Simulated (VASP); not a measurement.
# Zn (P6_3/mmc) in VASP: single point with LDA

Aim: the single point of Zn with LDA.

Everything below comes from runs of VASP 6.6.1. Logs are shortened: lines on timing, memory, paths and dates and some standing lists are left out, and cuts for length are marked.

## (1) The cell of the first run

It takes space group P6_3/mmc (No. 194, hexagonal). Conventional cell: a = 2.785 Å, b = 2.785 Å, c = 4.512 Å, α = 90.00°, β = 90.00°, γ = 120.00°. Within 3.7 Å of Zn (site symmetry -6m2) lie 12 Zn at 2.77 to 2.79 Å.

## (2) Single point, LDA

Input file INCAR:

```
SYSTEM = Zn
  PREC = Accurate
  ENCUT = 520
  EDIFF = 1E-7
  ISMEAR = -1
  SIGMA = 0.05
  LREAL = .FALSE.
  LASPH = .TRUE.
  NELM = 80
  ALGO = Normal
  ISIF = 2
  LWAVE = .FALSE.
  LCHARG = .TRUE.
  GGA = CA
  LELF = .TRUE.
  LVHAR = .TRUE.
  NBANDS = 19
```

Input file KPOINTS:

```
Automatic mesh
0
G
  12 12 7
  0 0 0
```

Input file POSCAR:

```
Zn
1.0
    2.7850770257      0.0000000000      0.0000000000
   -1.3925385129      2.4119474558      0.0000000000
    0.0000000000      0.0000000000      4.5118247817
Zn
2
Direct
    0.3333333333      0.6666666667      0.2500000000
    0.6666666667      0.3333333333      0.7500000000
```

Potentials or basis: VASP PAW LDA potentials, release 64 (Zn).

The run is started by

```console
cat potpaw_LDA.64/Zn/POTCAR > POTCAR
mpirun -np 1 vasp_std > vasp.out
```

OUTCAR:

```text
SYSTEM = Zn
   PREC = Accurate
   ENCUT = 520
   EDIFF = 1E-7
   ISMEAR = -1
   LREAL = .FALSE.
   LASPH = .TRUE.
   NELM = 80
   ISIF = 2
   GGA = CA

 ion  position               nearest neighbor table
   1  0.333  0.667  0.250-   2 2.77   2 2.77   2 2.77   2 2.77   2 2.77   2 2.77
   2  0.667  0.333  0.750-   1 2.77   1 2.77   1 2.77   1 2.77   1 2.77   1 2.77

  LATTYP: Found a hexagonal cell.
 ALAT       =     2.7850770257
 C/A-ratio  =     1.6200000000

  Lattice vectors:

 A1 = (   2.7850770257,   0.0000000000,   0.0000000000)
 A2 = (  -1.3925385129,   2.4119474558,   0.0000000000)
 A3 = (   0.0000000000,   0.0000000000,   4.5118247817)

Analysis of symmetry for initial positions (statically):
=====================================================================
 Subroutine PRICEL returns:
 Original cell was already a primitive cell.

 Routine SETGRP: Setting up the symmetry group for a
 hexagonal supercell.

 Subroutine GETGRP returns: Found 24 space group operations
 (whereof 12 operations were pure point group operations)
 out of a pool of 24 trial point group operations.

The static configuration has the point symmetry D_3d.
 The point group associated with its full space group is D_6h.

Analysis of symmetry for dynamics (positions and initial velocities):
=====================================================================
 Subroutine PRICEL returns:
 Original cell was already a primitive cell.

 Routine SETGRP: Setting up the symmetry group for a
 hexagonal supercell.

 Subroutine GETGRP returns: Found 24 space group operations
 (whereof 12 operations were pure point group operations)
 out of a pool of 24 trial point group operations.

The dynamic configuration has the point symmetry D_3d.
 The point group associated with its full space group is D_6h.

 Subroutine INISYM returns: Found 24 space group operations
 (whereof 12 operations are pure point group operations),
 and found     1 'primitive' translations

----------------------------------------------------------------------------------------

                                     Primitive cell

  volume of cell :      30.3080

  direct lattice vectors                    reciprocal lattice vectors
     2.785077026  0.000000000  0.000000000     0.359056497  0.207301365  0.000000000
    -1.392538513  2.411947456  0.000000000     0.000000000  0.414602730  0.000000000
     0.000000000  0.000000000  4.511824782     0.000000000  0.000000000  0.221639813

  length of vectors
     2.785077026  2.785077026  4.511824782     0.414602730  0.414602730  0.221639813

  position of ions in fractional coordinates (direct lattice)
     0.333333333  0.666666667  0.250000000
     0.666666667  0.333333333  0.750000000

  ion indices of the primitive-cell ions
   primitive index   ion index
                 1           1
                 2           2

----------------------------------------------------------------------------------------

 KPOINTS: Automatic mesh

Automatic generation of k-mesh.
 Grid dimensions read from file:
 generate k-points for:   12   12    7

 Generating k-lattice:

  Cartesian coordinates                     Fractional coordinates (reciprocal lattice)
     0.029921375  0.017275114  0.000000000     0.083333333 -0.000000000  0.000000000
     0.000000000  0.034550228  0.000000000     0.000000000  0.083333333  0.000000000
     0.000000000  0.000000000  0.031662830     0.000000000  0.000000000  0.142857143

  Length of vectors
     0.034550228  0.034550228  0.031662830

  Shift w.r.t. Gamma in fractional coordinates (k-lattice)
     0.000000000  0.000000000  0.000000000

 Subroutine IBZKPT returns following result:
 ===========================================

 Found     76 irreducible k-points:

 Following reciprocal coordinates:
            Coordinates               Weight
  0.000000  0.000000  0.000000      1.000000
  0.083333 -0.000000  0.000000      6.000000
  0.166667  0.000000  0.000000      6.000000
  0.250000 -0.000000  0.000000      6.000000
  0.333333 -0.000000  0.000000      6.000000
  0.416667 -0.000000  0.000000      6.000000
[... 16 lines left out ...]
  0.250000 -0.000000  0.142857     12.000000
  0.333333 -0.000000  0.142857     12.000000
 [... further k-points ...]
   k-points           NKPTS =     76   k-points in BZ     NKDIM =     76   number of bands    NBANDS=     19
   number of dos      NEDOS =    301   number of ions     NIONS =      2
   total plane-waves  NPLWV =  20736
   dimension x,y,z NGX =    24 NGY =   24 NGZ =   36
   dimension x,y,z NGXF=    48 NGYF=   48 NGZF=   72
   ions per type =               2
   NGX,Y,Z   is equivalent  to a cutoff of  14.33, 14.33, 13.26 a.u.
   NGXF,Y,Z  is equivalent  to a cutoff of  28.65, 28.65, 26.53 a.u.
 SYSTEM =  Zn
   PREC   = accura    normal or accurate (medium, high low for compatibility)
   ISTART =      0    job   : 0-new  1-cont  2-samecut
   ICHARG =      2    charge: 1-file 2-atom 10-const
   ISPIN  =      1    spin polarized calculation?
   LNONCOLLINEAR =      F non collinear calculations
   LSORBIT =      F    spin-orbit coupling
   LASPH  =      T    aspherical Exc in radial PAW
   ENCUT  =  520.0 eV  38.22 Ry    6.18 a.u.   5.18  5.18  8.39*2*pi/ulx,y,z
   NELM   =     80;   NELMIN=  2; NELMDL= -5     # of ELM steps
   EDIFF  = 0.1E-06   stopping-criterion for ELM
   LREAL  =      F    real-space projection
   EDIFFG = 0.1E-05   stopping-criterion for IOM
   NSW    =      0    number of steps for IOM
   IBRION =     -1    ionic relax: 0-MD 1-quasi-New 2-CG
   NFREE  =      0    steps in history (QN), initial steepest desc. (CG)
   ISIF   =      2    stress and relaxation
   ISYM   =      2    0-nonsym 1-usesym 2-fastsym
   POTIM  = 0.5000    time-step for ionic-motion
   TEBEG  =    0.0;   TEEND  =   0.0 temperature during run
   PSTRESS=    0.0 pullay stress
   NELECT =      24.0000    total number of electrons
   NUPDOWN=      -1.0000    fix difference up-down
   EMIN   =  10.00;   EMAX   =-10.00  energy-range for DOS
   EFERMI =   0.00;   METHOD = LEGACY
   ISMEAR =    -1;   SIGMA  =   0.05  broadening in eV -4-tet -1-fermi 0-gaus
   EFERMI_NEDOS =   21; number of points for ismear=-14 and -15
   IALGO  =     38    algorithm
   IMIX   =      4    mixing-type and parameters
     AMIX     =   0.40;   BMIX     =  1.00
     AMIX_MAG =   1.60;   BMIX_MAG =  1.00
  volume/ion in A,a.u.               =      15.15       102.26
  Fermi-wavevector in a.u.,A,eV,Ry     =   1.514582  2.862145 31.211206  2.293959
  Thomas-Fermi vector in A             =   2.624220
   LORBIT       =      0    0 simple, 1 ext, 2 COOP (PROOUT), +10 PAW based schemes
   GGA     = CA    functional components
   LHFCALC =     F    Hartree Fock is set to
   AEXX    =    0.0000 exact exchange contribution
   IVDW    =     0    specifies the selected vdW correction
   LEPSILON=     F    determine dielectric tensor
   LRPA    =     F    only Hartree local field effects (RPA)
 non-spin polarized calculation
  energy-cutoff  :      520.00
  volume of cell :       30.31
 maximum number of plane-waves:       834
 NGX is ok and might be reduce to    24
   NGX = 11   NGY = 11   NGZ = 17

 number of electron      24.0000017 magnetization

 Free energy of the ion-electron system (eV)
  ---------------------------------------------------
  ext. energy  EPLUGINS =         0.00000000
  ---------------------------------------------------
  free energy    TOTEN  =        -3.62462872 eV

  energy without entropy =       -3.61991484  energy(sigma->0) =       -3.62227178

 E-fermi :   2.9478     XC(G=0): -11.9195

 val. band max:        2.9255467774   @ k =   0.1667   0.1667   0.0000
 cond. band min:       3.0571567631   @ k =   0.3333   0.3333   0.4286
 fundamental gap:      0.1316099858
 Fermi energy:         2.9478151207

 k-point     1 :       0.0000    0.0000    0.0000
  band No.  band energies     occupation
      1      -7.5108      2.00000
      2      -5.5789      2.00000
      3      -4.8514      2.00000
      4      -4.8183      2.00000
      5      -4.8183      2.00000
      6      -4.7294      2.00000
[... 11 lines left out ...]
     18      20.3027      0.00000
     19      21.4418      0.00000

 k-point     2 :       0.0833   -0.0000    0.0000
  band No.  band energies     occupation
      1      -7.3263      2.00000
      2      -5.5210      2.00000
      3      -4.8969      2.00000
      4      -4.7785      2.00000
      5      -4.7748      2.00000
      6      -4.7392      2.00000
[... 11 lines left out ...]
     18      21.3762      0.00000
     19      21.6355      0.00000

 k-point     3 :       0.1667    0.0000    0.0000
  band No.  band energies     occupation
      1      -6.7917      2.00000
      2      -5.3896      2.00000
      3      -4.9533      2.00000
      4      -4.7807      2.00000
      5      -4.7686      2.00000
      6      -4.6921      2.00000
[... 11 lines left out ...]
     18      18.9924      0.00000
     19      21.1633      0.00000

 k-point     4 :       0.2500   -0.0000    0.0000
  band No.  band energies     occupation
      1      -6.0238      2.00000
      2      -5.3225      2.00000
      3      -4.9689      2.00000
      4      -4.9106      2.00000
      5      -4.7791      2.00000
      6      -4.7572      2.00000
[... 11 lines left out ...]
     18      16.5187      0.00000
     19      19.9556      0.00000

 k-point     5 :       0.3333   -0.0000    0.0000
  band No.  band energies     occupation
      1      -5.5055      2.00000
      2      -5.3707      2.00000
      3      -5.1595      2.00000
      4      -4.8171      2.00000
      5      -4.7405      2.00000
      6      -4.6560      2.00000
[... 11 lines left out ...]
     18      15.8994      0.00000
     19      18.8781      0.00000
[... 334 lines left out ...]
      2      -5.5082      2.00000
      3      -4.8978      2.00000
      4      -4.8171      2.00000
      5      -4.8035      2.00000
      6      -4.7629      2.00000
[... 11 lines left out ...]
     18      20.3853      0.00000
     19      20.6561      0.00000

 k-point    22 :       0.1667    0.0000    0.1429
  band No.  band energies     occupation
      1      -6.6463      2.00000
      2      -5.3685      2.00000
      3      -4.9481      2.00000
      4      -4.8195      2.00000
      5      -4.8019      2.00000
      6      -4.7345      2.00000
[... 11 lines left out ...]
     18      19.2574      0.00000
     19      20.1819      0.00000

 k-point    23 :       0.2500   -0.0000    0.1429
  band No.  band energies     occupation
      1      -5.9226      2.00000
      2      -5.2984      2.00000
      3      -4.9522      2.00000
      4      -4.9261      2.00000
      5      -4.8233      2.00000
      6      -4.7459      2.00000
[... 11 lines left out ...]
     18      17.5149      0.00000
     19      18.9425      0.00000

 k-point    24 :       0.3333   -0.0000    0.1429
  band No.  band energies     occupation
      1      -5.5219      2.00000
      2      -5.3503      2.00000
      3      -5.0879      2.00000
      4      -4.8879      2.00000
      5      -4.7929      2.00000
      6      -4.7276      2.00000
[... 11 lines left out ...]
     18      16.0027      0.00000
     19      17.9202      0.00000

 [... further k-points ...]

------------------------ aborting loop because EDIFF is reached ----------------------------------------

  FORCE on cell =-STRESS in cart. coord.  units (eV):
  Direction    XX          YY          ZZ          XY          YZ          ZX
  --------------------------------------------------------------------------------------
  -------------------------------------------------------------------------------------
  Total       -1.5963362     -1.5963362     -2.0295895      0.0000000      0.0000000      0.0000000
  in kB      -84.3874095    -84.3874095   -107.2905617      0.0000000      0.0000000      0.0000000
  external PRESSURE =     -92.0217936 kB  Pullay stress =       0.0000000 kB

 VOLUME and BASIS-vectors are now :
 -----------------------------------------------------------------------------
  energy-cutoff  :      520.00
  volume of cell :       30.31
      direct lattice vectors                 reciprocal lattice vectors
     2.785077026  0.000000000  0.000000000     0.359056497  0.207301365  0.000000000
    -1.392538513  2.411947456  0.000000000     0.000000000  0.414602730  0.000000000
     0.000000000  0.000000000  4.511824782     0.000000000  0.000000000  0.221639813

 POSITION                                       TOTAL-FORCE (eV/Angst)
 -----------------------------------------------------------------------------------
     -0.00000      1.60796      1.12796        -0.000000      0.000000      0.000000
      1.39254      0.80398      3.38387         0.000000     -0.000000      0.000000
 -----------------------------------------------------------------------------------
    total drift:                                0.000000     -0.000000      0.000000

  FREE ENERGIE OF THE ION-ELECTRON SYSTEM (eV)
  ---------------------------------------------------
  free  energy   TOTEN  =        -3.6246287226 eV

  energy  without entropy=       -3.6199148390  energy(sigma->0) =       -3.62227178
```

Wall time 34 s (1 thread of Intel Xeon 6975P-C, shared host); peak memory 0.16 GiB.

Results:

- Free energy: -3.6246 eV
- Pressure: -9.2 GPa
- Band gap on the k mesh: zero (band 12 reaches 4.49 eV, above the bottom of band 13 at 1.52 eV)

Stress tensor (GPa, compression positive):
```
 -8.44   0.00   0.00
  0.00  -8.44   0.00
  0.00   0.00 -10.73
```

Levels at points of the mesh, in eV from the Fermi level:
```csv
k point,band 8,band 9,band 10,band 11,band 12,band 13,band 14,band 15,band 16,band 17
"(0.00, 0.00, 0.00)",-7.57,-7.57,-7.19,-7.19,-2.92,-1.43,14.59,14.59,16.65,16.65
"(0.50, 0.00, 0.00)",-7.15,-7.12,-7.10,-3.34,-2.93,3.60,3.61,4.89,6.07,8.16
```
